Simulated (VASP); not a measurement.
# MgSi26C27 (a cell with a defect) in VASP: single point with PBE

Aim: the single point of MgSi26C27 (a cell with a defect) with PBE.

Program: VASP 6.6.1. These are calculated values, not measurements. Logs are shortened: lines on timing, memory, paths and dates and some standing lists are left out, and cuts for length are marked.

## 1. The cell of the first run

The cell holds a defect, 54 atoms: a = 9.245 Å, b = 9.245 Å, c = 9.245 Å, α = 60.00°, β = 60.00°, γ = 60.00°.

## 2. Single point, PBE

File INCAR:

```
  PREC = Accurate
  ENCUT = 520
  EDIFF = 1E-6
  ISMEAR = -1
  SIGMA = 0.01
  LREAL = Auto
  LASPH = True
  NELM = 60
  ALGO = Normal
  ISIF = 2
  LWAVE = False
  LCHARG = False
  GGA = PE
  NBANDS = 140
  NELECT = 216.0
```

File KPOINTS:

```
Automatic mesh
0
Gamma
  3 3 3
```

File POSCAR:

```
MgSi26C27
1.0
    0.0000000000      6.5370000000      6.5370000000
    6.5370000000      0.0000000000      6.5370000000
    6.5370000000      6.5370000000      0.0000000000
Mg Si C
1 26 27
Direct
    0.0000000000      0.0000000000      0.0000000000
    0.0021992362      0.0021992362      0.3298313550
    0.0021992362      0.0021992362      0.6657701727
    0.0021992362      0.3298313550      0.0021992362
    0.0016505630      0.3327831457      0.3327831457
    0.0021992362      0.3298313550      0.6657701727
    0.0021992362      0.6657701727      0.0021992362
    0.0021992362      0.6657701727      0.3298313550
    0.0005248851      0.6664917050      0.6664917050
    0.3298313550      0.0021992362      0.0021992362
    0.3327831457      0.0016505630      0.3327831457
    0.3298313550      0.0021992362      0.6657701727
    0.3327831457      0.3327831457      0.0016505630
    0.3327831457      0.3327831457      0.3327831457
    0.3326113953      0.3326113953      0.6673886047
    0.3298313550      0.6657701727      0.0021992362
    0.3326113953      0.6673886047      0.3326113953
    0.3326113953      0.6673886047      0.6673886047
    0.6657701727      0.0021992362      0.0021992362
    0.6657701727      0.0021992362      0.3298313550
    0.6664917050      0.0005248851      0.6664917050
    0.6657701727      0.3298313550      0.0021992362
    0.6673886047      0.3326113953      0.3326113953
    0.6673886047      0.3326113953      0.6673886047
    0.6664917050      0.6664917050      0.0005248851
    0.6673886047      0.6673886047      0.3326113953
    0.6664917050      0.6664917050      0.6664917050
    0.0904470595      0.0904470595      0.0904470595
    0.0824106727      0.0824106727      0.4175893273
    0.0904470595      0.0904470595      0.7286588215
    0.0824106727      0.4175893273      0.0824106727
    0.0824106727      0.4175893273      0.4175893273
    0.0829665787      0.4165933158      0.7502200527
    0.0904470595      0.7286588215      0.0904470595
    0.0829665787      0.7502200527      0.4165933158
    0.0829665787      0.7502200527      0.7502200527
    0.4175893273      0.0824106727      0.0824106727
    0.4175893273      0.0824106727      0.4175893273
    0.4165933158      0.0829665787      0.7502200527
    0.4175893273      0.4175893273      0.0824106727
    0.4166496834      0.4166496834      0.4166496834
    0.4166496834      0.4166496834      0.7500509498
    0.4165933158      0.7502200527      0.0829665787
    0.4166496834      0.7500509498      0.4166496834
    0.4165933158      0.7502200527      0.7502200527
    0.7286588215      0.0904470595      0.0904470595
    0.7502200527      0.0829665787      0.4165933158
    0.7502200527      0.0829665787      0.7502200527
    0.7502200527      0.4165933158      0.0829665787
    0.7500509498      0.4166496834      0.4166496834
    0.7502200527      0.4165933158      0.7502200527
    0.7502200527      0.7502200527      0.0829665787
    0.7502200527      0.7502200527      0.4165933158
    0.7500000000      0.7500000000      0.7500000000
```

Potentials or basis: VASP PAW PBE potentials, release 64 (Mg, Si, C).

Run with:

```sh
$ cat potpaw_PBE.64/Mg/POTCAR potpaw_PBE.64/Si/POTCAR potpaw_PBE.64/C/POTCAR > POTCAR
$ mpirun -np 1 vasp_std > vasp.out
```

OUTCAR:

```text
PREC = Accurate
   ENCUT = 520
   EDIFF = 1E-6
   ISMEAR = -1
   LREAL = Auto
   LASPH = True
   NELM = 60
   ISIF = 2
   GGA = PE
   NELECT = 216.0

 ion  position               nearest neighbor table
   1  0.000  0.000  0.000-  30 2.05  34 2.05  46 2.05  28 2.05   3 3.07   7 3.07  19 3.07  20 3.07
                            22 3.07   8 3.07  12 3.07  16 3.07   6 3.07   2 3.07  10 3.07   4 3.07
   2  0.002  0.002  0.330-  28 1.81  29 1.87  35 1.90  47 1.90   4 3.03  10 3.03   5 3.07  11 3.07
                             1 3.07  17 3.08  23 3.08   3 3.11  21 3.11   9 3.11   8 3.11  20 3.11
   3  0.002  0.002  0.666-  30 1.81  29 1.87  36 1.90  48 1.90   6 3.03  12 3.03  11 3.07   5 3.07
                             1 3.07  18 3.08  24 3.08   2 3.11  21 3.11   9 3.11   7 3.11  19 3.11
   4  0.002  0.330  0.002-  28 1.81  31 1.87  33 1.90  49 1.90   2 3.03  10 3.03   5 3.07  13 3.07
                             1 3.07  15 3.08  23 3.08   7 3.11   9 3.11  25 3.11   6 3.11  22 3.11
   5  0.002  0.333  0.333-  32 1.89  31 1.89  29 1.89  50 1.90  13 3.06  14 3.06  11 3.06   4 3.07
                             2 3.07   7 3.07   3 3.07   8 3.07   6 3.07  24 3.09  26 3.09  23 3.09
   6  0.002  0.330  0.666-  30 1.81  32 1.87  33 1.90  51 1.90   3 3.03  12 3.03  14 3.07   5 3.07
                             1 3.07  15 3.08  24 3.08   8 3.11   9 3.11  27 3.11   4 3.11  22 3.11
   7  0.002  0.666  0.002-  34 1.81  31 1.87  36 1.90  52 1.90   8 3.03  16 3.03   5 3.07  13 3.07
                             1 3.07  18 3.08  26 3.08   4 3.11  25 3.11   9 3.11   3 3.11  19 3.11
   8  0.002  0.666  0.330-  34 1.81  32 1.87  35 1.90  53 1.90   7 3.03  16 3.03  14 3.07   5 3.07
                             1 3.07  17 3.08  26 3.08   6 3.11   9 3.11  27 3.11   2 3.11  20 3.11
   9  0.001  0.666  0.666-  36 1.89  35 1.89  33 1.89  54 1.89  18 3.08  17 3.08  15 3.08  25 3.09
[... 62 lines left out ...]
  53  0.750  0.750  0.417-  26 1.88  27 1.89   8 1.90  20 1.90
  54  0.750  0.750  0.750-  27 1.89  21 1.89  25 1.89   9 1.89

  LATTYP: Found a face centered cubic cell.
 ALAT       =    13.0740000000

  Lattice vectors:

 A1 = (   0.0000000000,   6.5370000000,   6.5370000000)
 A2 = (   6.5370000000,   0.0000000000,   6.5370000000)
 A3 = (   6.5370000000,   6.5370000000,   0.0000000000)

Analysis of symmetry for initial positions (statically):
=====================================================================
 Subroutine PRICEL returns:
 Original cell was already a primitive cell.

 Routine SETGRP: Setting up the symmetry group for a
 face centered cubic supercell.

 Subroutine GETGRP returns: Found 24 space group operations
 (whereof 24 operations were pure point group operations)
 out of a pool of 48 trial point group operations.

The static configuration has the point symmetry T_d .

Analysis of symmetry for dynamics (positions and initial velocities):
[... 206 lines left out ...]
   NUPDOWN=      -1.0000    fix difference up-down
   EMIN   =  10.00;   EMAX   =-10.00  energy-range for DOS
   EFERMI =   0.00;   METHOD = LEGACY
   ISMEAR =    -1;   SIGMA  =   0.01  broadening in eV -4-tet -1-fermi 0-gaus
   EFERMI_NEDOS =   21; number of points for ismear=-14 and -15
   IALGO  =     38    algorithm
   IMIX   =      4    mixing-type and parameters
     AMIX     =   0.40;   BMIX     =  1.00
     AMIX_MAG =   1.60;   BMIX_MAG =  1.00
  volume/ion in A,a.u.               =      10.35        69.82
  Fermi-wavevector in a.u.,A,eV,Ry     =   1.192626  2.253736 19.352338  1.422357
  Thomas-Fermi vector in A             =   2.328660
   LORBIT       =      0    0 simple, 1 ext, 2 COOP (PROOUT), +10 PAW based schemes
   GGA     = PE    functional components
   LHFCALC =     F    Hartree Fock is set to
   AEXX    =    0.0000 exact exchange contribution
   IVDW    =     0    specifies the selected vdW correction
   LEPSILON=     F    determine dielectric tensor
   LRPA    =     F    only Hartree local field effects (RPA)
 non-spin polarized calculation
  energy-cutoff  :      520.00
  volume of cell :      558.68
 maximum number of plane-waves:     15070
 NGX is ok and might be reduce to    70
   NGX = 35   NGY = 35   NGZ = 35

 number of electron     216.0000004 magnetization

 Free energy of the ion-electron system (eV)
  ---------------------------------------------------
  ext. energy  EPLUGINS =         0.00000000
  ---------------------------------------------------
  free energy    TOTEN  =      -381.35055283 eV

  energy without entropy =     -381.35055283  energy(sigma->0) =     -381.35055283

 E-fermi :   8.8748     XC(G=0): -11.3688

 val. band max:        8.6128946986   @ k =   0.0000   0.0000   0.0000
 cond. band min:       9.4846879175   @ k =   0.3333   0.3333   0.0000
 fundamental gap:      0.8717932188
 Fermi energy:         8.8748074710

 k-point     1 :       0.0000    0.0000    0.0000
  band No.  band energies     occupation
      1      -7.4671      2.00000
      2      -5.5043      2.00000
      3      -5.4472      2.00000
      4      -5.4472      2.00000
      5      -5.4472      2.00000
      6      -5.4273      2.00000
[... 481 lines left out ...]
    119      13.0231      0.00000
    120      13.0275      0.00000
 [bands above 120 left out]

------------------------ aborting loop because EDIFF is reached ----------------------------------------

  FORCE on cell =-STRESS in cart. coord.  units (eV):
  Direction    XX          YY          ZZ          XY          YZ          ZX
  --------------------------------------------------------------------------------------
  -------------------------------------------------------------------------------------
  Total       43.3867072     43.3867072     43.3867072      0.0000000      0.0000000      0.0000000
  in kB      124.4233306    124.4233306    124.4233306      0.0000000      0.0000000      0.0000000
  external PRESSURE =     124.4233306 kB  Pullay stress =       0.0000000 kB

 VOLUME and BASIS-vectors are now :
 -----------------------------------------------------------------------------
  energy-cutoff  :      520.00
  volume of cell :      558.68
      direct lattice vectors                 reciprocal lattice vectors
     0.000000000  6.537000000  6.537000000    -0.076487685  0.076487685  0.076487685
     6.537000000  0.000000000  6.537000000     0.076487685 -0.076487685  0.076487685
     6.537000000  6.537000000  0.000000000     0.076487685  0.076487685 -0.076487685

 POSITION                                       TOTAL-FORCE (eV/Angst)
 -----------------------------------------------------------------------------------
      0.00000      0.00000      0.00000         0.000000     -0.000000      0.000000
      2.17048      2.17048      0.02875        -0.003683     -0.003683      0.007407
      4.36652      4.36652      0.02875         0.003683      0.003683      0.007407
      2.17048      0.02875      2.17048        -0.003683      0.007407     -0.003683
      4.35081      2.18619      2.18619         0.005618     -0.005618     -0.005618
      6.50825      4.36652      2.17048        -0.007407      0.003683     -0.003683
[... 46 lines left out ...]
      7.62746      7.62746      9.80838         0.004679      0.004679      0.012178
      9.80550      9.80550      9.80550         0.000000     -0.000000      0.000000
 -----------------------------------------------------------------------------------
    total drift:                                0.000004      0.000004      0.000004

  FREE ENERGIE OF THE ION-ELECTRON SYSTEM (eV)
  ---------------------------------------------------
  free  energy   TOTEN  =      -381.3505528324 eV

  energy  without entropy=     -381.3505528324  energy(sigma->0) =     -381.35055283
```

It took 25 min on 1 thread of AMD EPYC 7R13, shared host; peak memory 0.76 GiB.

Results:

- Free energy: -381.3506 eV
- Largest force: 0.021 eV/Å

Forces on the atoms (eV/Å):
```
Mg   0.000  0.000  0.000
Si  -0.004 -0.004  0.007
Si   0.004  0.004  0.007
Si  -0.004  0.007 -0.004
Si   0.006 -0.006 -0.006
Si  -0.007  0.004 -0.004
Si   0.004  0.007  0.004
Si  -0.007 -0.004  0.004
Si  -0.011  0.011  0.011
Si   0.007 -0.004 -0.004
Si  -0.006  0.006 -0.006
Si   0.004 -0.007 -0.004
Si  -0.006 -0.006  0.006
Si   0.006  0.006  0.006
Si   0.000  0.000  0.017
Si   0.004 -0.004 -0.007
Si   0.000  0.017  0.000
Si  -0.017  0.000  0.000
Si   0.007  0.004  0.004
Si  -0.004 -0.007  0.004
Si   0.011 -0.011  0.011
Si  -0.004  0.004 -0.007
Si   0.017  0.000  0.000
Si   0.000 -0.017  0.000
Si   0.011  0.011 -0.011
Si   0.000  0.000 -0.017
Si  -0.011 -0.011 -0.011
C    0.012  0.012  0.012
C    0.000  0.000 -0.012
C   -0.012 -0.012  0.012
C    0.000 -0.012  0.000
C    0.012  0.000  0.000
C    0.005 -0.005 -0.012
C   -0.012  0.012 -0.012
C    0.005 -0.012 -0.005
C    0.012 -0.005 -0.005
C   -0.012  0.000  0.000
C    0.000  0.012  0.000
C   -0.005  0.005 -0.012
C    0.000  0.000  0.012
C   -0.004 -0.004 -0.004
C    0.004  0.004 -0.004
C   -0.005 -0.012  0.005
C    0.004 -0.004  0.004
C    0.012  0.005  0.005
C    0.012 -0.012 -0.012
C   -0.012  0.005 -0.005
C   -0.005  0.012 -0.005
C   -0.012 -0.005  0.005
C   -0.004  0.004  0.004
C    0.005  0.012  0.005
C   -0.005 -0.005  0.012
C    0.005  0.005  0.012
C    0.000  0.000  0.000
```

Caveat: the cell carries a net charge on a neutralising background, which shifts energy and pressure; the cell is charged against a uniform background, so pressure and absolute levels hang on convention.
